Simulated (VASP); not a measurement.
# Sn (Fd-3m) in VASP: settings compared

Aim: see how the results for Sn move with the level of theory and the settings. Levels: revPBE+D3(BJ), revPBE+D4, BLYP+D3(BJ). Tasks: single point.

All numbers are computed with VASP 6.6.1; they aren't measurements. Logs are shortened: lines on timing, memory, paths and dates and some standing lists are left out, and cuts for length are marked.

### 1 The cell of the first run

The structure is cubic, space group Fd-3m (No. 227). The conventional cell has a = 6.555 Å, b = 6.555 Å, c = 6.555 Å, α = 90.00°, β = 90.00°, γ = 90.00°. Within 3.7 Å of Sn (site symmetry -43m) lie 4 Sn at 2.84 Å.

### 2 Single point, revPBE+D3(BJ)

Input file INCAR:

```
PREC = Accurate ; ENCUT = 520
EDIFF = 1E-6 ; ISMEAR = -1
SIGMA = 0.05 ; LREAL = F
LASPH = T ; NELM = 60
ALGO = Normal ; ISIF = 2
LWAVE = F ; LCHARG = F
GGA = RE ; IVDW = 12
NBANDS = 21
```

Input file KPOINTS:

```
Automatic mesh
0
Gamma
  7 7 7
```

Input file POSCAR:

```
Sn
1.0
    0.0000000000      3.2775268478      3.2775268478
    3.2775268478      0.0000000000      3.2775268478
    3.2775268478      3.2775268478      0.0000000000
Sn
2
Direct
    0.7500000000      0.7500000000      0.7500000000
    0.5000000000      0.5000000000      0.5000000000
```

Potentials or basis: VASP PAW PBE potentials, release 64 (Sn_d).

Started as:

```sh
> cat potpaw_PBE.64/Sn_d/POTCAR > POTCAR
> mpirun -np 1 vasp_std > vasp.out
```

OUTCAR:

```text
PREC = Accurate
   ENCUT = 520
   EDIFF = 1E-6
   ISMEAR = -1
   LREAL = F
   LASPH = T
   NELM = 60
   ISIF = 2
   GGA = RE
   IVDW = 12
 IVDW          = 12

 ion  position               nearest neighbor table
   1  0.750  0.750  0.750-   2 2.84   2 2.84   2 2.84   2 2.84
   2  0.500  0.500  0.500-   1 2.84   1 2.84   1 2.84   1 2.84

  LATTYP: Found a face centered cubic cell.
 ALAT       =     6.5550536956

  Lattice vectors:

 A1 = (   0.0000000000,   3.2775268478,   3.2775268478)
 A2 = (   3.2775268478,   0.0000000000,   3.2775268478)
 A3 = (   3.2775268478,   3.2775268478,   0.0000000000)

Analysis of symmetry for initial positions (statically):
=====================================================================
 Subroutine PRICEL returns:
 Original cell was already a primitive cell.

 Routine SETGRP: Setting up the symmetry group for a
 face centered cubic supercell.

 Subroutine GETGRP returns: Found 48 space group operations
 (whereof 24 operations were pure point group operations)
 out of a pool of 48 trial point group operations.

The static configuration has the point symmetry T_d .
 The point group associated with its full space group is O_h .

Analysis of symmetry for dynamics (positions and initial velocities):
=====================================================================
 Subroutine PRICEL returns:
 Original cell was already a primitive cell.

 Routine SETGRP: Setting up the symmetry group for a
 face centered cubic supercell.

 Subroutine GETGRP returns: Found 48 space group operations
 (whereof 24 operations were pure point group operations)
 out of a pool of 48 trial point group operations.

The dynamic configuration has the point symmetry T_d .
 The point group associated with its full space group is O_h .

 Subroutine INISYM returns: Found 48 space group operations
 (whereof 24 operations are pure point group operations),
 and found     1 'primitive' translations

----------------------------------------------------------------------------------------

                                     Primitive cell

  volume of cell :      70.4156

  direct lattice vectors                    reciprocal lattice vectors
     0.000000000  3.277526848  3.277526848    -0.152554052  0.152554052  0.152554052
     3.277526848  0.000000000  3.277526848     0.152554052 -0.152554052  0.152554052
     3.277526848  3.277526848  0.000000000     0.152554052  0.152554052 -0.152554052

  length of vectors
     4.635122919  4.635122919  4.635122919     0.264231368  0.264231368  0.264231368

  position of ions in fractional coordinates (direct lattice)
     0.750000000  0.750000000  0.750000000
     0.500000000  0.500000000  0.500000000

  ion indices of the primitive-cell ions
   primitive index   ion index
                 1           1
                 2           2

----------------------------------------------------------------------------------------

 KPOINTS: Automatic mesh

Automatic generation of k-mesh.
 Grid dimensions read from file:
 generate k-points for:    7    7    7

 Generating k-lattice:

  Cartesian coordinates                     Fractional coordinates (reciprocal lattice)
    -0.021793436  0.021793436  0.021793436     0.142857143  0.000000000  0.000000000
     0.021793436 -0.021793436  0.021793436     0.000000000  0.142857143  0.000000000
     0.021793436  0.021793436 -0.021793436     0.000000000  0.000000000  0.142857143

  Length of vectors
     0.037747338  0.037747338  0.037747338

  Shift w.r.t. Gamma in fractional coordinates (k-lattice)
     0.000000000  0.000000000  0.000000000

 Subroutine IBZKPT returns following result:
 ===========================================

 Found     20 irreducible k-points:

 Following reciprocal coordinates:
            Coordinates               Weight
  0.000000  0.000000  0.000000      1.000000
  0.142857  0.000000  0.000000      8.000000
  0.285714  0.000000  0.000000      8.000000
  0.428571  0.000000  0.000000      8.000000
  0.142857  0.142857  0.000000      6.000000
  0.285714  0.142857  0.000000     24.000000
[... 12 lines left out ...]
 -0.428571  0.428571  0.142857     24.000000
 -0.285714  0.428571  0.142857     24.000000
   k-points           NKPTS =     20   k-points in BZ     NKDIM =     20   number of bands    NBANDS=     21
   number of dos      NEDOS =    301   number of ions     NIONS =      2
   total plane-waves  NPLWV =  46656
   dimension x,y,z NGX =    36 NGY =   36 NGZ =   36
   dimension x,y,z NGXF=    72 NGYF=   72 NGZF=   72
   ions per type =               2
   NGX,Y,Z   is equivalent  to a cutoff of  12.91, 12.91, 12.91 a.u.
   NGXF,Y,Z  is equivalent  to a cutoff of  25.82, 25.82, 25.82 a.u.
 SYSTEM =  unknown system
   PREC   = accura    normal or accurate (medium, high low for compatibility)
   ISTART =      0    job   : 0-new  1-cont  2-samecut
   ICHARG =      2    charge: 1-file 2-atom 10-const
   ISPIN  =      1    spin polarized calculation?
   LNONCOLLINEAR =      F non collinear calculations
   LSORBIT =      F    spin-orbit coupling
   LASPH  =      T    aspherical Exc in radial PAW
   ENCUT  =  520.0 eV  38.22 Ry    6.18 a.u.   8.62  8.62  8.62*2*pi/ulx,y,z
   NELM   =     60;   NELMIN=  2; NELMDL= -5     # of ELM steps
   EDIFF  = 0.1E-05   stopping-criterion for ELM
   LREAL  =      F    real-space projection
   EDIFFG = 0.1E-04   stopping-criterion for IOM
   NSW    =      0    number of steps for IOM
   IBRION =     -1    ionic relax: 0-MD 1-quasi-New 2-CG
   NFREE  =      0    steps in history (QN), initial steepest desc. (CG)
   ISIF   =      2    stress and relaxation
   ISYM   =      2    0-nonsym 1-usesym 2-fastsym
   POTIM  = 0.5000    time-step for ionic-motion
   TEBEG  =    0.0;   TEEND  =   0.0 temperature during run
   PSTRESS=    0.0 pullay stress
   NELECT =      28.0000    total number of electrons
   NUPDOWN=      -1.0000    fix difference up-down
   EMIN   =  10.00;   EMAX   =-10.00  energy-range for DOS
   EFERMI =   0.00;   METHOD = LEGACY
   ISMEAR =    -1;   SIGMA  =   0.05  broadening in eV -4-tet -1-fermi 0-gaus
   EFERMI_NEDOS =   21; number of points for ismear=-14 and -15
   IALGO  =     38    algorithm
   IMIX   =      4    mixing-type and parameters
     AMIX     =   0.40;   BMIX     =  1.00
     AMIX_MAG =   1.60;   BMIX_MAG =  1.00
  volume/ion in A,a.u.               =      35.21       237.59
  Fermi-wavevector in a.u.,A,eV,Ry     =   1.203847  2.274941 19.718207  1.449247
  Thomas-Fermi vector in A             =   2.339589
   LORBIT       =      0    0 simple, 1 ext, 2 COOP (PROOUT), +10 PAW based schemes
   GGA     = RE    functional components
   LHFCALC =     F    Hartree Fock is set to
   AEXX    =    0.0000 exact exchange contribution
   IVDW    =    12    specifies the selected vdW correction
   LEPSILON=     F    determine dielectric tensor
   LRPA    =     F    only Hartree local field effects (RPA)
 non-spin polarized calculation
  energy-cutoff  :      520.00
  volume of cell :       70.42
 maximum number of plane-waves:      1917
   NGX = 17   NGY = 17   NGZ = 17

 number of electron      27.9999984 magnetization

 Free energy of the ion-electron system (eV)
  ---------------------------------------------------
  ext. energy  EPLUGINS =         0.00000000
  ---------------------------------------------------
  free energy    TOTEN  =        -7.07777886 eV

  energy without entropy =       -7.07578889  energy(sigma->0) =       -7.07678387

 E-fermi :   5.3815     XC(G=0):  -8.6154

 val. band max:        5.1677804342   @ k =   0.1429   0.0000   0.0000
 cond. band min:       5.4370798149   @ k =   0.4286   0.0000   0.0000
 fundamental gap:      0.2692993807
 Fermi energy:         5.3814526581

 k-point     1 :       0.0000    0.0000    0.0000
  band No.  band energies     occupation
      1     -16.2386      2.00000
      2     -16.2386      2.00000
      3     -16.2386      2.00000
      4     -16.1841      2.00000
      5     -16.1841      2.00000
      6     -15.8993      2.00000
[... 13 lines left out ...]
     20      13.2836      0.00000
     21      13.2836      0.00000

 k-point     2 :       0.1429    0.0000    0.0000
  band No.  band energies     occupation
      1     -16.2506      2.00000
      2     -16.2506      2.00000
      3     -16.2341      2.00000
      4     -16.1669      2.00000
      5     -16.1669      2.00000
      6     -15.9242      2.00000
[... 13 lines left out ...]
     20      12.4093      0.00000
     21      12.4093      0.00000

 k-point     3 :       0.2857    0.0000    0.0000
  band No.  band energies     occupation
      1     -16.2650      2.00000
      2     -16.2650      2.00000
      3     -16.2236      2.00000
      4     -16.1424      2.00000
      5     -16.1424      2.00000
      6     -15.9459      2.00000
[... 13 lines left out ...]
     20      12.4168      0.00000
     21      12.4168      0.00000

 k-point     4 :       0.4286    0.0000    0.0000
  band No.  band energies     occupation
      1     -16.2713      2.00000
      2     -16.2713      2.00000
      3     -16.2148      2.00000
      4     -16.1298      2.00000
      5     -16.1298      2.00000
      6     -15.9556      2.00000
[... 13 lines left out ...]
     20      13.6310      0.00000
     21      13.6310      0.00000

 k-point     5 :       0.1429    0.1429    0.0000
  band No.  band energies     occupation
      1     -16.2487      2.00000
      2     -16.2487      2.00000
      3     -16.2461      2.00000
      4     -16.1694      2.00000
      5     -16.1480      2.00000
      6     -15.9579      2.00000
[... 13 lines left out ...]
     20      11.7397      0.00000
     21      13.5078      0.00000
[... 286 lines left out ...]
     20      13.7222      0.00000
     21      14.3132      0.00000

 k-point    18 :      -0.4286    0.2857    0.1429
  band No.  band energies     occupation
      1     -16.2994      2.00000
      2     -16.2862      2.00000
      3     -16.1689      2.00000
      4     -16.1023      2.00000
      5     -16.0735      2.00000
      6     -16.0298      2.00000
[... 13 lines left out ...]
     20      13.7382      0.00000
     21      14.5493      0.00000

 k-point    19 :      -0.4286    0.4286    0.1429
  band No.  band energies     occupation
      1     -16.2956      2.00000
      2     -16.2934      2.00000
      3     -16.1616      2.00000
      4     -16.0974      2.00000
      5     -16.0716      2.00000
      6     -16.0194      2.00000
[... 13 lines left out ...]
     20      14.2584      0.00000
     21      15.5546      0.00000

 k-point    20 :      -0.2857    0.4286    0.1429
  band No.  band energies     occupation
      1     -16.3058      2.00000
      2     -16.2942      2.00000
      3     -16.1397      2.00000
      4     -16.0776      2.00000
      5     -16.0618      2.00000
      6     -16.0323      2.00000
[... 13 lines left out ...]
     20      14.0423      0.00000
     21      15.7660      0.00000

------------------------ aborting loop because EDIFF is reached ----------------------------------------

 Edisp (eV)   -1.10595

 E8    (eV) :    -0.8101

  FORCE on cell =-STRESS in cart. coord.  units (eV):
  Direction    XX          YY          ZZ          XY          YZ          ZX
  --------------------------------------------------------------------------------------
  -------------------------------------------------------------------------------------
  Total      -0.01717    -0.01717    -0.01717     0.00000     0.00000    -0.00000
  in kB      -0.39061    -0.39061    -0.39061     0.00000     0.00000    -0.00000
  external pressure =       -0.39 kB  Pullay stress =        0.00 kB

 VOLUME and BASIS-vectors are now :
 -----------------------------------------------------------------------------
  energy-cutoff  :      520.00
  volume of cell :       70.42
      direct lattice vectors                 reciprocal lattice vectors
     0.000000000  3.277526848  3.277526848    -0.152554052  0.152554052  0.152554052
     3.277526848  0.000000000  3.277526848     0.152554052 -0.152554052  0.152554052
     3.277526848  3.277526848  0.000000000     0.152554052  0.152554052 -0.152554052

 POSITION                                       TOTAL-FORCE (eV/Angst)
 -----------------------------------------------------------------------------------
      4.91629      4.91629      4.91629         0.000000      0.000000      0.000000
      3.27753      3.27753      3.27753        -0.000000     -0.000000     -0.000000
 -----------------------------------------------------------------------------------
    total drift:                                0.000000      0.000000      0.000000

  FREE ENERGIE OF THE ION-ELECTRON SYSTEM (eV)
  ---------------------------------------------------
  free  energy   TOTEN  =        -8.1837295792 eV

  energy  without entropy=       -8.1817396107  energy(sigma->0) =       -8.18273459
```

Wall time 15 s (1 thread of Intel Xeon Platinum 8559C (Emerald Rapids), shared host); peak memory 0.2 GiB.

Results:

| Item | Value |
| --- | --- |
| Free energy | -8.1837 eV |
| Pressure | 0.0 GPa |
| Band gap on the k mesh | zero (band 14 reaches 5.50 eV, above the bottom of band 15 at 5.44 eV) |
| Dispersion energy per atom | -0.553 eV |

Caveat: the PAW data sets were made with another functional, which shifts forces and pressure a little; spin-orbit coupling is left out, which moves the levels of the heavy elements; pairwise dispersion overbinds metals, which lowers pressure and volume.

### 3 Single point, revPBE+D4

This run uses another cell than the first one, of 35.43 Å³/atom, 1.006 times its volume.

Input file INCAR:

```
PREC     = Accurate       # precision mode
ENCUT    = 520            # plane-wave cutoff, eV
EDIFF    = 1E-6           # SCF threshold, eV
ISMEAR   = -1             # smearing method
SIGMA    = 0.05           # smearing width, eV
LREAL    = False          # projectors in reciprocal space
LASPH    = True           # aspherical terms in the spheres
NELM     = 100            # most SCF steps
ALGO     = Normal         # electronic algorithm
ISIF     = 2              # what is computed and relaxed
LWAVE    = False          # write WAVECAR
LCHARG   = False          # write CHGCAR
GGA      = RE             # functional
IVDW     = 13             # dispersion correction
NBANDS   = 21             # bands
```

Input file KPOINTS:

```
regular mesh
0
Gamma
  7 7 7
```

Input file POSCAR:

```
Sn
1.0
    0.0000000000      3.2844148576      3.2844148576
    3.2844148576      0.0000000000      3.2844148576
    3.2844148576      3.2844148576      0.0000000000
Sn
2
Direct
    0.7500000000      0.7500000000      0.7500000000
    0.5000000000      0.5000000000      0.5000000000
```

Potentials or basis: VASP PAW PBE potentials, release 64 (Sn_d).

Started as:

```sh
> cat potpaw_PBE.64/Sn_d/POTCAR > POTCAR
> mpirun -np 1 vasp_std > vasp.out
```

OUTCAR:

```text
PREC = Accurate
   ENCUT = 520
   EDIFF = 1E-6
   ISMEAR = -1
   LREAL = False
   LASPH = True
   NELM = 100
   ISIF = 2
   GGA = RE
   IVDW = 13

 ion  position               nearest neighbor table
   1  0.750  0.750  0.750-   2 2.84   2 2.84   2 2.84   2 2.84
   2  0.500  0.500  0.500-   1 2.84   1 2.84   1 2.84   1 2.84

  LATTYP: Found a face centered cubic cell.
 ALAT       =     6.5688297152

  Lattice vectors:

 A1 = (   0.0000000000,   3.2844148576,   3.2844148576)
 A2 = (   3.2844148576,   0.0000000000,   3.2844148576)
 A3 = (   3.2844148576,   3.2844148576,   0.0000000000)

Analysis of symmetry for initial positions (statically):
=====================================================================
 Subroutine PRICEL returns:
 Original cell was already a primitive cell.

 Routine SETGRP: Setting up the symmetry group for a
 face centered cubic supercell.

 Subroutine GETGRP returns: Found 48 space group operations
 (whereof 24 operations were pure point group operations)
 out of a pool of 48 trial point group operations.

The static configuration has the point symmetry T_d .
 The point group associated with its full space group is O_h .
[... 152 lines left out ...]
  free energy    TOTEN  =        -7.08507853 eV

  energy without entropy =       -7.08299995  energy(sigma->0) =       -7.08403924

 E-fermi :   5.3089     XC(G=0):  -8.5874

 val. band max:        5.1068008525   @ k =   0.1429   0.0000   0.0000
 cond. band min:       5.3613053749   @ k =   0.4286   0.0000   0.0000
 fundamental gap:      0.2545045224
 Fermi energy:         5.3088561784

 k-point     1 :       0.0000    0.0000    0.0000
  band No.  band energies     occupation
      1     -16.2917      2.00000
      2     -16.2917      2.00000
      3     -16.2917      2.00000
      4     -16.2380      2.00000
      5     -16.2380      2.00000
      6     -15.9580      2.00000
[... 469 lines left out ...]
     20      13.9543      0.00000
     21      15.6608      0.00000

------------------------ aborting loop because EDIFF is reached ----------------------------------------

  DFT-D4 for vdW energy calculation

  Edisp (eV):   -0.97294

  FORCE on cell =-STRESS in cart. coord.  units (eV):
  Direction    XX          YY          ZZ          XY          YZ          ZX
  --------------------------------------------------------------------------------------
  -------------------------------------------------------------------------------------
  Total      -0.01161    -0.01161    -0.01161    -0.00000    -0.00000     0.00000
  in kB      -0.26246    -0.26246    -0.26246    -0.00000    -0.00000     0.00000
  external pressure =       -0.26 kB  Pullay stress =        0.00 kB

 VOLUME and BASIS-vectors are now :
 -----------------------------------------------------------------------------
  energy-cutoff  :      520.00
  volume of cell :       70.86
      direct lattice vectors                 reciprocal lattice vectors
     0.000000000  3.284414858  3.284414858    -0.152234118  0.152234118  0.152234118
     3.284414858  0.000000000  3.284414858     0.152234118 -0.152234118  0.152234118
     3.284414858  3.284414858  0.000000000     0.152234118  0.152234118 -0.152234118

 POSITION                                       TOTAL-FORCE (eV/Angst)
 -----------------------------------------------------------------------------------
      4.92662      4.92662      4.92662        -0.000000      0.000000      0.000000
      3.28441      3.28441      3.28441         0.000000     -0.000000     -0.000000
 -----------------------------------------------------------------------------------
    total drift:                                0.000000      0.000000      0.000000

  FREE ENERGIE OF THE ION-ELECTRON SYSTEM (eV)
  ---------------------------------------------------
  free  energy   TOTEN  =        -8.0580141583 eV

  energy  without entropy=       -8.0559355785  energy(sigma->0) =       -8.05697487
```

It took 15 s on 1 thread of Intel Xeon Platinum 8559C (Emerald Rapids), shared host; peak memory 0.2 GiB.

What came out:

* Free energy: -8.0580 eV
* Pressure: 0.0 GPa
* Band gap on the k mesh: zero (band 14 reaches 5.44 eV, above the bottom of band 15 at 5.36 eV)
* Dispersion energy per atom: -0.486 eV

Caveat: the PAW data sets were made with another functional, which shifts forces and pressure a little; spin-orbit coupling is left out, which moves the levels of the heavy elements; pairwise dispersion overbinds metals, which lowers pressure and volume.

(Continued in part 2 of 2.)
